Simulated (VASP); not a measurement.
# LiCl: single point with PBE

The system is LiCl.

```xyz
2
Lattice="0.0000 2.5560 2.5560 2.5560 0.0000 2.5560 2.5560 2.5560 0.0000" Properties=species:S:1:pos:R:3 pbc="T T T"
Li    0.0000    0.0000    0.0000
Cl    2.5560    2.5560    2.5560
```

- Program: VASP 6.6.1
- Task: single point
- Functional: PBE
- Potentials or basis: VASP PAW PBE potentials, release 64 (Li_sv, Cl)
- Cutoff: 750 eV
- k mesh: 5 × 5 × 5
- Occupations: gaussian, width 0.01 eV
- Spin: no spin polarisation
- Dipole correction: no
- Further INCAR settings: ALGO = Normal; EDIFF = 1e-06; NBANDS = 12

```
Pressure               : 0.7 GPa
Band gap on the k mesh : 6.39 eV
```

Levels at points of the mesh, in eV from the valence-band top:
```csv
k point,band 1,band 2,band 3,band 4,band 5,band 6,band 7,band 8,band 9,band 10
"(0.00, 0.00, 0.00)",-43.50,-13.43,0.00,0.00,0.00,6.39,11.95,11.95,11.95,14.59
```

It took 9.8 s on 1 thread of AMD EPYC 7R13, on a shared host, peak memory 0.17 GiB.

Caveat: the k points lie up to 0.43 Å⁻¹ apart. A hybrid or GW would open this gap; PBE tends to underestimate it.
